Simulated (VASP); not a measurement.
**Sn: single point with PBE**

The system is Sn.

```
Sn
1.0
     0.00000    3.23334    3.23334
     3.23334    0.00000    3.23334
     3.23334    3.23334    0.00000
Sn
2
Cartesian
  0.0000 0.0000 0.0000
  1.6167 1.6167 1.6167
```

This isn't the form of Sn at room conditions, which is tetragonal (white tin).

```yaml
Program: VASP 6.6.1
Task: single point
Functional: PBE
Potentials_or_basis: VASP PAW PBE potentials, release 64 (Sn_d)
Cutoff: 500 eV
k_mesh: 6 × 6 × 6
Occupations: methfessel-paxton, width 0.15 eV
Spin: no spin polarisation
Dipole_correction: no
Further_INCAR_settings: ALGO = Normal; EDIFF = 1e-06; NBANDS = 21
```

| Item | Value |
| --- | --- |
| Pressure | 3.8 GPa |
| Band gap on the k mesh | zero (bands 14 and 15 overlap by 0.07 eV) |

Levels at points of the mesh, in eV from the Fermi level:
```csv
k point,band 10,band 11,band 12,band 13,band 14,band 15,band 16,band 17,band 18,band 19
"(0.00, 0.00, 0.00)",-21.32,-10.69,-0.57,0.08,0.08,0.08,2.15,2.15,2.15,5.02
"(0.50, 0.00, 0.00)",-21.28,-9.04,-6.34,-1.14,-1.14,0.00,3.23,3.23,5.63,8.56
"(0.50, 0.50, 0.00)",-21.25,-7.56,-7.56,-2.51,-2.51,0.80,0.80,7.78,7.78,9.39
```

Run time: 20 s on 1 thread of Intel(R) Xeon(R) 6975P-C (Granite Rapids) (shared host), peak memory 0.2 GiB.

Caveat: the cell stands under pressure; spin-orbit coupling is left out, which moves the levels of the heavy elements.
